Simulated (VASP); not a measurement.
Here is a VASP 6.6.1 calculation.

Contents of POSCAR:

```
CdTe
1.0
    0.0000000000      3.3103531507      3.3103531507
    3.3103531507      0.0000000000      3.3103531507
    3.3103531507      3.3103531507      0.0000000000
Cd Te
1 1
Direct
    0.0000000000      0.0000000000      0.0000000000
    0.2500000000      0.2500000000      0.2500000000
```

The input INCAR.step1:

```
PREC = Accurate
ENCUT = 520
ISMEAR = 0
SIGMA = 0.02
LREAL = False
LASPH = True
NELM = 60
NBANDS = 16
GGA = PE
ALGO = Normal
EDIFF = 1E-4
LWAVE = True
LCHARG = False
```

INCAR.step2

```
PREC = Accurate
ENCUT = 520
EDIFF = 1E-6
ISMEAR = 0
SIGMA = 0.02
LREAL = False
LASPH = True
NELM = 60
ALGO = Normal
ISIF = 2
LWAVE = False
LCHARG = True
METAGGA = R2SCAN
LMIXTAU = True
LELF = True
LVHAR = True
NBANDS = 16
ISTART = 1
```

Contents of KPOINTS:

```
regular mesh
0
Gamma
  8 8 8
```

Potentials or basis: VASP PAW PBE potentials, release 64 (Cd, Te).

The run is started by

```bash
$ cat potpaw_PBE.64/Cd/POTCAR potpaw_PBE.64/Te/POTCAR > POTCAR
$ cp INCAR.step1 INCAR
$ mpirun -np 1 vasp_std > vasp.out
$ cp INCAR.step2 INCAR
$ mpirun -np 1 vasp_std > vasp.out
```

Problem. Estimate the pressure.

Solution. -1.0 GPa.

Problem. Predict the band gap on the k mesh.

Solution. 1.07 eV, direct.

Caveat: the PAW data sets were made with another functional, which shifts forces and pressure a little; spin-orbit coupling is left out, which moves the levels of the heavy elements.
